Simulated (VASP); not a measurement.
# MgMo (L11 type) (R-3m) in VASP: a series of runs, part 2 of 2

VASP 6.6.1. The steps go on from the part before.

**3. Single point, PBEsol (volume scaled by 0.97)**

INCAR reads:

```
SYSTEM = MgMo
  PREC = Accurate
  ENCUT = 520
  EDIFF = 1E-6
  ISMEAR = -1
  SIGMA = 0.03
  LREAL = .FALSE.
  LASPH = .TRUE.
  NELM = 60
  ALGO = Normal
  ISIF = 2
  LWAVE = .FALSE.
  LCHARG = .FALSE.
  GGA = PS
  NBANDS = 15
```

KPOINTS reads:

```
regular mesh
0
G
  13 13 13
  0 0 0
```

POSCAR reads:

```
MgMo
1.0
    1.3936305604     -0.8046129792      4.8269717282
    0.0000000000      1.6092259584      4.8269717281
   -1.3936305604     -0.8046129792      4.8269717282
Mg Mo
1 1
Direct
    0.0000000000      0.0000000000      0.0000000000
    0.5000000000      0.5000000000      0.5000000000
```

Potentials or basis: VASP PAW PBE potentials, release 64 (Mg, Mo_sv).

Started as:

```sh
> cat potpaw_PBE.64/Mg/POTCAR potpaw_PBE.64/Mo_sv/POTCAR > POTCAR
> mpirun -np 1 vasp_std > vasp.out
```

OUTCAR:

```text
SYSTEM = MgMo
   PREC = Accurate
   ENCUT = 520
   EDIFF = 1E-6
   ISMEAR = -1
   LREAL = .FALSE.
   LASPH = .TRUE.
   NELM = 60
   ISIF = 2
   GGA = PS

 ion  position               nearest neighbor table
   1  0.000  0.000  0.000-   2 2.90   2 2.90   2 2.90   2 2.90   2 2.90   2 2.90
   2  0.500  0.500  0.500-   1 2.90   1 2.90   1 2.90   1 2.90   1 2.90   1 2.90

  LATTYP: Found a trigonal (rhomboedric) cell.
 ALAT       =     5.0881493934
 COS(alpha) =     0.8499604994

  Lattice vectors:

 A1 = (   1.3936305604,  -0.8046129792,   4.8269717282)
 A2 = (   0.0000000000,   1.6092259584,   4.8269717281)
 A3 = (  -1.3936305604,  -0.8046129792,   4.8269717282)

Analysis of symmetry for initial positions (statically):
=====================================================================
 Subroutine PRICEL returns:
 Original cell was already a primitive cell.

 Routine SETGRP: Setting up the symmetry group for a
 trigonal (rhombohedral) supercell.

 Subroutine GETGRP returns: Found 12 space group operations
 (whereof 12 operations were pure point group operations)
 out of a pool of 12 trial point group operations.

The static configuration has the point symmetry D_3d.

Analysis of symmetry for dynamics (positions and initial velocities):
=====================================================================
 Subroutine PRICEL returns:
 Original cell was already a primitive cell.

 Routine SETGRP: Setting up the symmetry group for a
 trigonal (rhombohedral) supercell.

 Subroutine GETGRP returns: Found 12 space group operations
 (whereof 12 operations were pure point group operations)
 out of a pool of 12 trial point group operations.

The dynamic configuration has the point symmetry D_3d.

 Subroutine INISYM returns: Found 12 space group operations
 (whereof 12 operations are pure point group operations),
 and found     1 'primitive' translations

[... 123 lines left out ...]
   LEPSILON=     F    determine dielectric tensor
   LRPA    =     F    only Hartree local field effects (RPA)
 non-spin polarized calculation
  energy-cutoff  :      520.00
  volume of cell :       32.48
 maximum number of plane-waves:       888
 NGX is ok and might be reduce to    40
   NGX = 19   NGY = 19   NGZ = 19

 number of electron      15.9999999 magnetization

 Free energy of the ion-electron system (eV)
  ---------------------------------------------------
  ext. energy  EPLUGINS =         0.00000000
  ---------------------------------------------------
  free energy    TOTEN  =       -12.50610615 eV

  energy without entropy =      -12.49953192  energy(sigma->0) =      -12.50281904

 E-fermi :   7.8199     XC(G=0): -11.5114

 val. band max:        7.8178636902   @ k =  -0.2308  -0.3846   0.0769
 cond. band min:       7.8250959560   @ k =  -0.2308   0.3846   0.2308
 fundamental gap:      0.0072322658
 Fermi energy:         7.8199494555

 k-point     1 :       0.0000    0.0000    0.0000
  band No.  band energies     occupation
      1     -52.7354      2.00000
      2     -26.9515      2.00000
      3     -26.1726      2.00000
      4     -26.1726      2.00000
      5       0.2753      2.00000
      6       4.0195      2.00000
      7       6.9819      2.00000
      8       7.5975      1.99880
      9       7.5975      1.99880
     10      10.1141      0.00000
     11      10.1141      0.00000
     12      11.8702      0.00000
     13      21.7549      0.00000
     14      22.9291      0.00000
[... 401 lines left out ...]
      2     -27.1288      2.00000
      3     -26.7821      2.00000
      4     -26.5462      2.00000
      5       4.0858      2.00000
      6       4.9917      2.00000
      7       5.9971      2.00000
      8       7.5313      1.99987
      9       8.1171      0.00010
     10      10.3525      0.00000
     11      12.2803      0.00000
     12      13.1953      0.00000
     13      16.0517      0.00000
     14      17.7739      0.00000
     15      19.3733      0.00000

 [... further k-points ...]

------------------------ aborting loop because EDIFF is reached ----------------------------------------

  FORCE on cell =-STRESS in cart. coord.  units (eV):
  Direction    XX          YY          ZZ          XY          YZ          ZX
  --------------------------------------------------------------------------------------
  -------------------------------------------------------------------------------------
  Total        0.9653954      0.9653954      0.7862484      0.0000000     -0.0000000      0.0000000
  in kB       47.6272043     47.6272043     38.7890963      0.0000000     -0.0000000      0.0000000
  external PRESSURE =      44.6811683 kB  Pullay stress =       0.0000000 kB

 VOLUME and BASIS-vectors are now :
 -----------------------------------------------------------------------------
  energy-cutoff  :      520.00
  volume of cell :       32.48
      direct lattice vectors                 reciprocal lattice vectors
     1.393630560 -0.804612979  4.826971728     0.358775140 -0.207138924  0.069056409
     0.000000000  1.609225958  4.826971728     0.000000000  0.414277848  0.069056409
    -1.393630560 -0.804612979  4.826971728    -0.358775140 -0.207138924  0.069056409

 POSITION                                       TOTAL-FORCE (eV/Angst)
 -----------------------------------------------------------------------------------
      0.00000      0.00000      0.00000        -0.000000     -0.000000     -0.000000
      0.00000      0.00000      7.24046         0.000000      0.000000      0.000000
 -----------------------------------------------------------------------------------
    total drift:                                0.000000      0.000000      0.000000

  FREE ENERGIE OF THE ION-ELECTRON SYSTEM (eV)
  ---------------------------------------------------
  free  energy   TOTEN  =       -12.5061061504 eV

  energy  without entropy=      -12.4995319209  energy(sigma->0) =      -12.50281904
```

OSZICAR:

```text
N       E                     dE             d eps       ncg     rms          rms(c)
DAV:   1     0.119247046650E+03    0.11925E+03   -0.95871E+03  7362   0.100E+03
DAV:   2    -0.113160854908E+02   -0.13056E+03   -0.12515E+03  8393   0.292E+02
DAV:   3    -0.131958156716E+02   -0.18797E+01   -0.18629E+01  8288   0.358E+01
DAV:   4    -0.132029736619E+02   -0.71580E-02   -0.71571E-02  8484   0.248E+00
DAV:   5    -0.132030376514E+02   -0.63990E-04   -0.63990E-04  8393   0.216E-01    0.120E+01
DAV:   6    -0.126350104700E+02    0.56803E+00   -0.11477E+00  7126   0.104E+01    0.272E+00
DAV:   7    -0.125297634426E+02    0.10525E+00   -0.74105E-02  7588   0.207E+00    0.142E+00
DAV:   8    -0.125083350636E+02    0.21428E-01   -0.35593E-02  8666   0.160E+00    0.531E-01
DAV:   9    -0.125061413243E+02    0.21937E-02   -0.14234E-03  7950   0.396E-01    0.113E-01
DAV:  10    -0.125061148012E+02    0.26523E-04   -0.46461E-05  9161   0.618E-02    0.438E-02
DAV:  11    -0.125061065825E+02    0.82187E-05   -0.14518E-05  8540   0.370E-02    0.689E-03
DAV:  12    -0.125061061504E+02    0.43213E-06   -0.14674E-06  6252   0.105E-02
   1 F= -.12506106E+02 E0= -.12502819E+02  d E =-.657423E-02
```

Run time: 1.7 min. Hardware: 1 thread of Intel Xeon 6975P-C (Granite Rapids), shared host; peak memory 0.31 GiB.

Results:

```yaml
Free_energy: -12.5061 eV
Pressure: 4.5 GPa
Band_gap_on_the_k_mesh: zero (band 8 reaches 8.95 eV, above the bottom of band 9 at 7.25 eV)
```

Stress tensor (GPa, compression positive):
```
4.76 0.00 0.00
0.00 4.76 0.00
0.00 0.00 3.88
```

Caveat: the cell differs from its parent crystal (volume scaled by 0.97); the PAW data sets were made with another functional, which shifts forces and pressure a little.

**4. Single point, PBEsol**

This run uses another cell than the first one, of 16.74 Å³/atom, 1.063 times its volume.

INCAR reads:

```
ALGO = Normal
EDIFF = 1E-6
ENCUT = 520
GGA = PS
ISIF = 2
ISMEAR = -1
LASPH = True
LCHARG = True
LELF = True
LREAL = False
LVHAR = True
LWAVE = False
NBANDS = 15
NELM = 80
PREC = Accurate
SIGMA = 0.03
```

KPOINTS reads:

```
k-points
0
Gamma
  13 13 13
```

POSCAR reads:

```
MgMo
1.0
    1.4078522627     -0.8128238828      4.8762299438
    0.0000000000      1.6256477657      4.8762299438
   -1.4078522627     -0.8128238828      4.8762299438
Mg Mo
1 1
Direct
    0.0000000000      0.0000000000      0.0000000000
    0.5000000000      0.5000000000      0.5000000000
```

Potentials or basis: VASP PAW PBE potentials, release 64 (Mg, Mo_sv).

Started as:

```sh
> cat potpaw_PBE.64/Mg/POTCAR potpaw_PBE.64/Mo_sv/POTCAR > POTCAR
> mpirun -np 1 vasp_std > vasp.out
```

OUTCAR:

```text
EDIFF = 1E-6
   ENCUT = 520
   GGA = PS
   ISIF = 2
   ISMEAR = -1
   LASPH = True
   LREAL = False
   NELM = 80
   PREC = Accurate

 ion  position               nearest neighbor table
   1  0.000  0.000  0.000-   2 2.93   2 2.93   2 2.93   2 2.93   2 2.93   2 2.93
   2  0.500  0.500  0.500-   1 2.93   1 2.93   1 2.93   1 2.93   1 2.93   1 2.93

  LATTYP: Found a trigonal (rhomboedric) cell.
 ALAT       =     5.1400728714
 COS(alpha) =     0.8499604994

  Lattice vectors:

 A1 = (   1.4078522627,  -0.8128238828,   4.8762299438)
 A2 = (   0.0000000000,   1.6256477657,   4.8762299438)
 A3 = (  -1.4078522627,  -0.8128238828,   4.8762299438)

Analysis of symmetry for initial positions (statically):
=====================================================================
 Subroutine PRICEL returns:
 Original cell was already a primitive cell.

 Routine SETGRP: Setting up the symmetry group for a
 trigonal (rhombohedral) supercell.

 Subroutine GETGRP returns: Found 12 space group operations
 (whereof 12 operations were pure point group operations)
 out of a pool of 12 trial point group operations.

The static configuration has the point symmetry D_3d.

[... 174 lines left out ...]
      7       6.6537      2.00000
      8       7.2888      1.99760
      9       7.2888      1.99760
     10       9.6875      0.00000
     11       9.6875      0.00000
     12      11.3918      0.00000
     13      21.3580      0.00000
     14      22.4436      0.00000
[... 401 lines left out ...]
      2     -27.4439      2.00000
      3     -27.1464      2.00000
      4     -26.9151      2.00000
      5       3.8512      2.00000
      6       4.7617      2.00000
      7       5.7345      2.00000
      8       7.1922      1.99990
      9       7.7909      0.00009
     10       9.9434      0.00000
     11      11.8321      0.00000
     12      12.7026      0.00000
     13      15.5478      0.00000
     14      17.1604      0.00000
     15      18.8018      0.00000

 [... further k-points ...]

------------------------ aborting loop because EDIFF is reached ----------------------------------------

  FORCE on cell =-STRESS in cart. coord.  units (eV):
  Direction    XX          YY          ZZ          XY          YZ          ZX
  --------------------------------------------------------------------------------------
  -------------------------------------------------------------------------------------
  Total        0.0565224      0.0565224      0.0310849      0.0000000      0.0000000      0.0000000
  in kB        2.7048462      2.7048462      1.4875491      0.0000000      0.0000000      0.0000000
  external PRESSURE =       2.2990805 kB  Pullay stress =       0.0000000 kB

 VOLUME and BASIS-vectors are now :
 -----------------------------------------------------------------------------
  energy-cutoff  :      520.00
  volume of cell :       33.48
      direct lattice vectors                 reciprocal lattice vectors
     1.407852263 -0.812823883  4.876229944     0.355150901 -0.205046468  0.068358822
     0.000000000  1.625647766  4.876229944     0.000000000  0.410092937  0.068358822
    -1.407852263 -0.812823883  4.876229944    -0.355150901 -0.205046468  0.068358822

 POSITION                                       TOTAL-FORCE (eV/Angst)
 -----------------------------------------------------------------------------------
      0.00000      0.00000      0.00000         0.000000     -0.000000     -0.000000
      0.00000      0.00000      7.31434        -0.000000      0.000000      0.000000
 -----------------------------------------------------------------------------------
    total drift:                                0.000000      0.000000      0.000000

  FREE ENERGIE OF THE ION-ELECTRON SYSTEM (eV)
  ---------------------------------------------------
  free  energy   TOTEN  =       -12.5208929907 eV

  energy  without entropy=      -12.5142055878  energy(sigma->0) =      -12.51754929
```

It took 2.2 min on 1 thread of Intel Xeon 6975P-C (Granite Rapids), shared host; peak memory 0.32 GiB.

What came out:

| Property | Result |
| --- | --- |
| Free energy | -12.5209 eV |
| Pressure | 0.2 GPa |
| Band gap on the k mesh | zero (band 8 reaches 8.56 eV, above the bottom of band 9 at 6.92 eV) |

Levels at points of the mesh, in eV from the Fermi level:
```csv
k point,band 5,band 6,band 7,band 8,band 9,band 10,band 11,band 12
"(0.00, 0.00, 0.00)",-7.41,-3.70,-0.84,-0.20,-0.20,2.20,2.20,3.90
```

Caveat: the PAW data sets were made with another functional, which shifts forces and pressure a little.

**5. Single point, PBEsol (volume scaled by 1.03)**

INCAR reads:

```
PREC = Accurate ; ENCUT = 520
EDIFF = 1E-6 ; ISMEAR = -1
SIGMA = 0.03 ; LREAL = F
LASPH = T ; NELM = 60
ALGO = Normal ; ISIF = 2
LWAVE = F ; LCHARG = F
GGA = PS ; NBANDS = 15
```

KPOINTS reads:

```
regular mesh
0
Gamma
  13 13 13
```

POSCAR reads:

```
MgMo
1.0
    1.4217923006     -0.8208721674      4.9245125883
    0.0000000000      1.6417443350      4.9245125883
   -1.4217923006     -0.8208721674      4.9245125883
Mg Mo
1 1
Direct
    0.0000000000      0.0000000000      0.0000000000
    0.5000000000      0.5000000000      0.5000000000
```

Started as:

```sh
> cat potpaw_PBE.64/Mg/POTCAR potpaw_PBE.64/Mo_sv/POTCAR > POTCAR
> mpirun -np 1 vasp_std > vasp.out
```

Wall time 2.1 min (1 thread of Intel Xeon 6975P-C (Granite Rapids), shared host); peak memory 0.32 GiB.

The run converged. Its results:

```yaml
Free_energy: -12.5109 eV
Pressure: -3.4 GPa
Band_gap_on_the_k_mesh: zero (band 8 reaches 8.19 eV, above the bottom of band 9 at 6.62 eV)
```

Stress tensor (GPa, compression positive):
```
-3.61  0.00  0.00
 0.00 -3.61  0.00
 0.00  0.00 -3.05
```

Levels at points of the mesh, in eV from the Fermi level:
```tsv
k point	band 6	band 7	band 8	band 9	band 10	band 11
(0.00, 0.00, 0.00)	-3.60	-0.83	-0.18	-0.18	2.11	2.11
```

Caveat: the cell differs from its parent crystal (volume scaled by 1.03); the PAW data sets were made with another functional, which shifts forces and pressure a little.

**6. Summary**

| cell | gap on the mesh (eV) | pressure (GPa) |
| --- | --- | --- |
| a = 5.036 Å, angles 31.8°, 2 atoms | none | 9.3 |
| a = 5.088 Å, angles 31.8°, 2 atoms | none | 4.5 |
| a = 5.140 Å, angles 31.8°, 2 atoms | none | 0.2 |
| a = 5.191 Å, angles 31.8°, 2 atoms | none | -3.4 |

Alike in all rows: task single point; level PBEsol; potentials or basis VASP PAW PBE potentials, release 64 (Mg, Mo_sv); no spin polarisation; k mesh 13 × 13 × 13; cutoff (eV) 520; smearing fermi-dirac 0.03 eV.

Caveats: the PAW data sets were made with another functional, which shifts forces and pressure a little.

Total energies depend on the potentials used, so only differences within one code and one set of settings carry meaning.
